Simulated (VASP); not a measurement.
# W (Fm-3m) in VASP: further runs

The runs below take W through density of states, with LDA.

Program: VASP 6.6.1. These are calculated values, not measurements. Logs are shortened: lines on timing, memory, paths and dates and some standing lists are left out, and cuts for length are marked.

## 1. The cell of the first run

It takes space group Fm-3m (No. 225, cubic). The conventional cell has a = 4.060 Å, b = 4.060 Å, c = 4.060 Å, α = 90.00°, β = 90.00°, γ = 90.00°. Within 3.8 Å of W (site symmetry m-3m) lie 12 W at 2.87 Å.

## 2. Density of states, LDA

Contents of POSCAR:

```
W
1.0
    0.0000000000      2.0300000000      2.0300000000
    2.0300000000      0.0000000000      2.0300000000
    2.0300000000      2.0300000000      0.0000000000
W
1
Direct
    0.0000000000      0.0000000000      0.0000000000
```

Contents of INCAR.step1:

```
PREC = Accurate
ENCUT = 520
EDIFF = 1E-6
ISMEAR = -1
SIGMA = 0.08
LREAL = F
LASPH = T
NELM = 100
ALGO = Normal
ISIF = 2
LWAVE = F
LCHARG = T
LMAXMIX = 4
NBANDS = 13
```

Contents of KPOINTS.step1:

```
regular mesh
0
Gamma
  12 12 12
```

Contents of INCAR.step2:

```
PREC = Accurate
ENCUT = 520
EDIFF = 1E-6
ISMEAR = -5
SIGMA = 0.08
LREAL = F
LASPH = T
NELM = 100
ALGO = Normal
ISIF = 2
LWAVE = F
LCHARG = F
LMAXMIX = 4
LORBIT = 11
NBANDS = 13
NEDOS = 1001
ICHARG = 11
```

Contents of KPOINTS.step2:

```
regular mesh
0
Gamma
  18 18 18
```

Potentials or basis: VASP PAW LDA potentials, release 64 (W_sv).

On the command line:

```sh
$ cat potpaw_LDA.64/W_sv/POTCAR > POTCAR
$ cp INCAR.step1 INCAR
$ cp KPOINTS.step1 KPOINTS
$ mpirun -np 1 vasp_std > vasp.out
$ cp INCAR.step2 INCAR
$ cp KPOINTS.step2 KPOINTS
$ mpirun -np 1 vasp_std > vasp.out
```

OUTCAR:

```text
PREC = Accurate
   ENCUT = 520
   EDIFF = 1E-6
   ISMEAR = -5
   LREAL = F
   LASPH = T
   NELM = 100
   ISIF = 2
   LORBIT = 11
   ICHARG = 11

 ion  position               nearest neighbor table
   1  0.000  0.000  0.000-

  LATTYP: Found a face centered cubic cell.
 ALAT       =     4.0600000000

  Lattice vectors:

 A1 = (   0.0000000000,   2.0300000000,   2.0300000000)
 A2 = (   2.0300000000,   0.0000000000,   2.0300000000)
 A3 = (   2.0300000000,   2.0300000000,   0.0000000000)

Analysis of symmetry for initial positions (statically):
=====================================================================
 Subroutine PRICEL returns:
 Original cell was already a primitive cell.

 Routine SETGRP: Setting up the symmetry group for a
 face centered cubic supercell.

 Subroutine GETGRP returns: Found 48 space group operations
 (whereof 48 operations were pure point group operations)
 out of a pool of 48 trial point group operations.

The static configuration has the point symmetry O_h .

Analysis of symmetry for dynamics (positions and initial velocities):
=====================================================================
 Subroutine PRICEL returns:
 Original cell was already a primitive cell.

 Routine SETGRP: Setting up the symmetry group for a
 face centered cubic supercell.

 Subroutine GETGRP returns: Found 48 space group operations
 (whereof 48 operations were pure point group operations)
 out of a pool of 48 trial point group operations.

The dynamic configuration has the point symmetry O_h .

 Subroutine INISYM returns: Found 48 space group operations
 (whereof 48 operations are pure point group operations),
 and found     1 'primitive' translations

----------------------------------------------------------------------------------------

                                     Primitive cell

  volume of cell :      16.7309

  direct lattice vectors                    reciprocal lattice vectors
     0.000000000  2.030000000  2.030000000    -0.246305419  0.246305419  0.246305419
     2.030000000  0.000000000  2.030000000     0.246305419 -0.246305419  0.246305419
     2.030000000  2.030000000  0.000000000     0.246305419  0.246305419 -0.246305419

  length of vectors
     2.870853532  2.870853532  2.870853532     0.426613499  0.426613499  0.426613499

  position of ions in fractional coordinates (direct lattice)
     0.000000000  0.000000000  0.000000000

  ion indices of the primitive-cell ions
   primitive index   ion index
                 1           1

----------------------------------------------------------------------------------------

 KPOINTS: regular mesh

Automatic generation of k-mesh.
 Grid dimensions read from file:
 generate k-points for:   18   18   18

 Generating k-lattice:

  Cartesian coordinates                     Fractional coordinates (reciprocal lattice)
    -0.013683634  0.013683634  0.013683634     0.055555556  0.000000000  0.000000000
     0.013683634 -0.013683634  0.013683634     0.000000000  0.055555556  0.000000000
     0.013683634  0.013683634 -0.013683634     0.000000000  0.000000000  0.055555556

  Length of vectors
     0.023700750  0.023700750  0.023700750

  Shift w.r.t. Gamma in fractional coordinates (k-lattice)
     0.000000000  0.000000000  0.000000000

 TETIRR: Found    806 inequivalent tetrahedra from    34992

 Subroutine IBZKPT returns following result:
 ===========================================

 Found    195 irreducible k-points:

 Following reciprocal coordinates:
            Coordinates               Weight
  0.000000  0.000000  0.000000      1.000000
  0.055556  0.000000  0.000000      8.000000
  0.111111  0.000000  0.000000      8.000000
  0.166667  0.000000  0.000000      8.000000
  0.222222  0.000000  0.000000      8.000000
  0.277778  0.000000  0.000000      8.000000
[... 16 lines left out ...]
 -0.277778  0.055556  0.000000     24.000000
 -0.222222  0.055556  0.000000     24.000000
 [... further k-points ...]
   k-points           NKPTS =    195   k-points in BZ     NKDIM =    195   number of bands    NBANDS=     13
   number of dos      NEDOS =   1001   number of ions     NIONS =      1
   total plane-waves  NPLWV =  13824
   dimension x,y,z NGX =    24 NGY =   24 NGZ =   24
   dimension x,y,z NGXF=    48 NGYF=   48 NGZF=   48
   ions per type =               1
   NGX,Y,Z   is equivalent  to a cutoff of  13.90, 13.90, 13.90 a.u.
   NGXF,Y,Z  is equivalent  to a cutoff of  27.80, 27.80, 27.80 a.u.
 SYSTEM =  unknown system
   PREC   = accura    normal or accurate (medium, high low for compatibility)
   ISTART =      0    job   : 0-new  1-cont  2-samecut
   ICHARG =     11    charge: 1-file 2-atom 10-const
   ISPIN  =      1    spin polarized calculation?
   LNONCOLLINEAR =      F non collinear calculations
   LSORBIT =      F    spin-orbit coupling
   LASPH  =      T    aspherical Exc in radial PAW
   ENCUT  =  520.0 eV  38.22 Ry    6.18 a.u.   5.34  5.34  5.34*2*pi/ulx,y,z
   NELM   =    100;   NELMIN=  2; NELMDL=  0     # of ELM steps
   EDIFF  = 0.1E-05   stopping-criterion for ELM
   LREAL  =      F    real-space projection
   EDIFFG = 0.1E-04   stopping-criterion for IOM
   NSW    =      0    number of steps for IOM
   IBRION =     -1    ionic relax: 0-MD 1-quasi-New 2-CG
   NFREE  =      0    steps in history (QN), initial steepest desc. (CG)
   ISIF   =      2    stress and relaxation
   ISYM   =      2    0-nonsym 1-usesym 2-fastsym
   POTIM  = 0.5000    time-step for ionic-motion
   TEBEG  =    0.0;   TEEND  =   0.0 temperature during run
   PSTRESS=    0.0 pullay stress
   NELECT =      14.0000    total number of electrons
   NUPDOWN=      -1.0000    fix difference up-down
   EMIN   =  10.00;   EMAX   =-10.00  energy-range for DOS
   EFERMI =   0.00;   METHOD = LEGACY
   ISMEAR =    -5;   SIGMA  =   0.08  broadening in eV -4-tet -1-fermi 0-gaus
   EFERMI_NEDOS =   21; number of points for ismear=-14 and -15
   IALGO  =     38    algorithm
   IMIX   =      4    mixing-type and parameters
     AMIX     =   0.40;   BMIX     =  1.00
     AMIX_MAG =   1.60;   BMIX_MAG =  1.00
  volume/ion in A,a.u.               =      16.73       112.91
  Fermi-wavevector in a.u.,A,eV,Ry     =   1.542688  2.915258 32.380324  2.379887
  Thomas-Fermi vector in A             =   2.648457
   LORBIT       =     11    0 simple, 1 ext, 2 COOP (PROOUT), +10 PAW based schemes
   GGA     = CA    functional components
   LHFCALC =     F    Hartree Fock is set to
   AEXX    =    0.0000 exact exchange contribution
   IVDW    =     0    specifies the selected vdW correction
   LEPSILON=     F    determine dielectric tensor
   LRPA    =     F    only Hartree local field effects (RPA)
 non-spin polarized calculation
 Fermi weights with tetrahedron method with Bloechl corrections
  energy-cutoff  :      520.00
  volume of cell :       16.73
 maximum number of plane-waves:       465
 NGX is ok and might be reduce to    24

 number of electron      14.0000002 magnetization

 Free energy of the ion-electron system (eV)
  ---------------------------------------------------
  ext. energy  EPLUGINS =         0.00000000
  ---------------------------------------------------
  free energy    TOTEN  =       -13.55960049 eV

  energy without entropy =      -13.55960049  energy(sigma->0) =      -13.55960049

 E-fermi :  10.0890     XC(G=0): -13.5170

 val. band max:       10.1288561497   @ k =   0.2222   0.1111   0.0000
 cond. band min:      10.0279041078   @ k =  -0.4444   0.1667   0.0556
 fundamental gap:     -0.1009520419
 Fermi energy:        10.0889535804

 k-point     1 :       0.0000    0.0000    0.0000
  band No.  band energies     occupation
      1     -63.1593      2.00000
      2     -27.0617      2.00000
      3     -27.0617      2.00000
      4     -27.0617      2.00000
      5       1.2842      2.00000
      6       9.5318      2.00000
      7       9.5318      2.00000
      8       9.5318      2.00000
      9      12.5363      0.00000
     10      12.5363      0.00000
     11      22.9383      0.00000
     12      27.9938      0.00000
     13      27.9938      0.00000

 k-point     2 :       0.0556    0.0000    0.0000
  band No.  band energies     occupation
      1     -63.1563      2.00000
      2     -27.0970      2.00000
      3     -27.0663      2.00000
      4     -27.0663      2.00000
      5       1.4178      2.00000
      6       9.4304      2.00000
      7       9.5945      2.00000
      8       9.5945      2.00000
      9      12.4797      0.00000
     10      12.4797      0.00000
     11      23.2054      0.00000
     12      27.4009      0.00000
     13      28.2428      0.00000

 k-point     3 :       0.1111    0.0000    0.0000
  band No.  band energies     occupation
      1     -63.1476      2.00000
      2     -27.1976      2.00000
      3     -27.0793      2.00000
      4     -27.0793      2.00000
      5       1.8043      2.00000
      6       9.1683      2.00000
      7       9.7577      2.00000
      8       9.7577      2.00000
      9      12.3525      0.00000
     10      12.3525      0.00000
     11      23.9237      0.00000
     12      26.2688      0.00000
     13      28.9653      0.00000
[... 305 lines left out ...]
 k-point    23 :      -0.2778    0.0556    0.0000
  band No.  band energies     occupation
      1     -63.0930      2.00000
      2     -27.7804      2.00000
      3     -27.1951      2.00000
      4     -27.1464      2.00000
      5       4.1025      2.00000
      6       8.6086      2.00000
      7       9.7379      2.00000
      8       9.8978      2.10285
      9      12.6437      0.00000
     10      13.6845      0.00000
     11      22.5874      0.00000
     12      26.4378      0.00000
     13      31.2291      0.00000

 k-point    24 :      -0.2222    0.0556    0.0000
  band No.  band energies     occupation
      1     -63.1101      2.00000
      2     -27.5987      2.00000
      3     -27.1687      2.00000
      4     -27.1202      2.00000
      5       3.4603      2.00000
      6       8.4915      2.00000
      7       9.9301      2.00000
      8      10.0725      1.08502
      9      12.0877      0.00000
     10      13.0849      0.00000
     11      23.5068      0.00000
     12      26.7959      0.00000
     13      30.9606      0.00000

 [... further k-points ...]
[... 5 lines left out ...]
  --------------------------------------------------------------------------------------
  -------------------------------------------------------------------------------------
  Total       -1.7872182     -1.7872182     -1.7872182      0.0000000     -0.0000000      0.0000000
  in kB     -171.1473038   -171.1473038   -171.1473038      0.0000000     -0.0000000      0.0000000
  external PRESSURE =    -171.1473038 kB  Pullay stress =       0.0000000 kB

 VOLUME and BASIS-vectors are now :
 -----------------------------------------------------------------------------
  energy-cutoff  :      520.00
  volume of cell :       16.73
      direct lattice vectors                 reciprocal lattice vectors
     0.000000000  2.030000000  2.030000000    -0.246305419  0.246305419  0.246305419
     2.030000000  0.000000000  2.030000000     0.246305419 -0.246305419  0.246305419
     2.030000000  2.030000000  0.000000000     0.246305419  0.246305419 -0.246305419

 POSITION                                       TOTAL-FORCE (eV/Angst)
 -----------------------------------------------------------------------------------
      0.00000      0.00000      0.00000         0.000000      0.000000      0.000000
 -----------------------------------------------------------------------------------
    total drift:                               -0.000000     -0.000000     -0.000000

  FREE ENERGIE OF THE ION-ELECTRON SYSTEM (eV)
  ---------------------------------------------------
  free  energy   TOTEN  =       -13.5596004922 eV

  energy  without entropy=      -13.5596004922  energy(sigma->0) =      -13.55960049

 total charge

# of ion       s       p       d       tot
------------------------------------------
    1        2.404   6.293   3.321  12.018
```

It took 24 s on 1 thread of Intel Xeon Platinum 8488C (Sapphire Rapids), shared host; peak memory 0.16 GiB.

Results:

- Valence electrons inside the program's atomic spheres: W 12.02

Levels at points of the mesh, in eV from the Fermi level:
| k point | band 3 | band 4 | band 5 | band 6 | band 7 | band 8 | band 9 | band 10 | band 11 | band 12 |
| --- | --- | --- | --- | --- | --- | --- | --- | --- | --- | --- |
| (0.00, 0.00, 0.00) | -37.15 | -37.15 | -8.80 | -0.56 | -0.56 | -0.56 | 2.45 | 2.45 | 12.85 | 17.90 |
| (0.50, 0.00, 0.00) | -37.30 | -37.30 | -5.47 | -0.78 | -0.78 | 0.73 | 4.88 | 4.88 | 10.01 | 12.48 |
| (0.50, 0.50, 0.00) | -37.55 | -37.55 | -5.34 | -4.39 | 3.08 | 4.82 | 5.60 | 5.60 | 11.64 | 11.64 |

Caveat: spin-orbit coupling is left out, which moves the levels of the heavy elements; tetrahedron occupations give inexact forces and stress in metals.

## 3. Density of states, LDA

POSCAR is that of step 2.

Contents of INCAR.step1:

```
PREC = Accurate ; ENCUT = 400
EDIFF = 1E-6 ; ISMEAR = -1
SIGMA = 0.08 ; LREAL = False
LASPH = True ; NELM = 120
ALGO = Normal ; ISIF = 2
LWAVE = False ; LCHARG = True
LMAXMIX = 4 ; GGA = CA
NBANDS = 13 ; GGA_COMPAT = False
NEDOS = 2001 ; LORBIT = 11
```

KPOINTS.step1 is that of step 2.

Contents of INCAR.step2:

```
PREC = Accurate ; ENCUT = 400
EDIFF = 1E-6 ; ISMEAR = -5
SIGMA = 0.08 ; LREAL = False
LASPH = True ; NELM = 120
ALGO = Normal ; ISIF = 2
LWAVE = False ; LCHARG = False
LMAXMIX = 4 ; GGA = CA
LORBIT = 10 ; NBANDS = 13
NEDOS = 1001 ; ICHARG = 11
GGA_COMPAT = False
```

KPOINTS.step2 is that of step 2.

Potentials or basis: VASP PAW LDA potentials, release 64 (W_sv).

On the command line:

```sh
$ cat potpaw_LDA.64/W_sv/POTCAR > POTCAR
$ cp INCAR.step1 INCAR
$ cp KPOINTS.step1 KPOINTS
$ mpirun -np 1 vasp_std > vasp.out
$ cp INCAR.step2 INCAR
$ cp KPOINTS.step2 KPOINTS
$ mpirun -np 1 vasp_std > vasp.out
```

Wall time 11 s (1 thread of Intel Xeon 6975P-C (Granite Rapids), shared host); peak memory 0.14 GiB.

The run converged. Its results:

```
Valence electrons inside the program's atomic spheres : W 12.02
```

Levels at points of the mesh, in eV from the Fermi level:
| k point | band 3 | band 4 | band 5 | band 6 | band 7 | band 8 | band 9 | band 10 | band 11 | band 12 |
| --- | --- | --- | --- | --- | --- | --- | --- | --- | --- | --- |
| (0.00, 0.00, 0.00) | -37.15 | -37.15 | -8.81 | -0.56 | -0.56 | -0.56 | 2.45 | 2.45 | 12.85 | 17.90 |
| (0.50, 0.00, 0.00) | -37.30 | -37.30 | -5.47 | -0.78 | -0.78 | 0.73 | 4.88 | 4.88 | 10.01 | 12.48 |
| (0.50, 0.50, 0.00) | -37.55 | -37.55 | -5.34 | -4.39 | 3.08 | 4.82 | 5.60 | 5.60 | 11.64 | 11.64 |

Caveat: spin-orbit coupling is left out, which moves the levels of the heavy elements; tetrahedron occupations give inexact forces and stress in metals.
